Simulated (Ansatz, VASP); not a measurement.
# Be2CdO3 in VASP and in Ansatz

```
CELL_PARAMETERS angstrom
2.80830 0.00000 0.00000
-1.40415 2.43206 0.00000
0.00000 0.00000 7.36414
ATOMIC_POSITIONS crystal
Be 0.33333 0.66667 0.35705
Be 0.66667 0.33333 0.64295
Cd 0.00000 0.00000 0.00000
O 0.33333 0.66667 0.77315
O 0.66667 0.33333 0.22685
O 0.00000 0.00000 0.50000
```

Change from the starting cell: species swapped into the Li3PrBi2 type (P-3m1, No. 164).

Alike in both runs: functional PBE; k mesh 4 × 4 × 2; occupations gaussian, width 0.15 eV; no spin polarisation.

Ansatz relaxed the structure, and its values are those at the end. VASP's run is a single point on that final structure, the one shown.

```csv
,VASP,Ansatz
version,VASP 6.6.1,Ansatz 0.2.0
potentials or method,"VASP PAW PBE potentials, release 64 (Be, Cd_sv_GW, O), cutoff 700 eV","scalar-relativistic, plane waves, PAW"
valence electrons in the cell,42,42
```

|  | VASP | Ansatz | Ansatz less VASP |
| --- | --- | --- | --- |
| gap on the k mesh at the Fermi level (eV) | 1.80 | 1.80 | 0.000 |
| least direct gap on the mesh (eV) | 2.16 | 2.17 | +0.004 |
| pressure (GPa) | -0.1 | 0.1 | +0.20 |

With one functional, cell and mesh, what is left measures potentials, basis and numerics.

The k mesh is coarse, so the values compare programs but aren't converged.
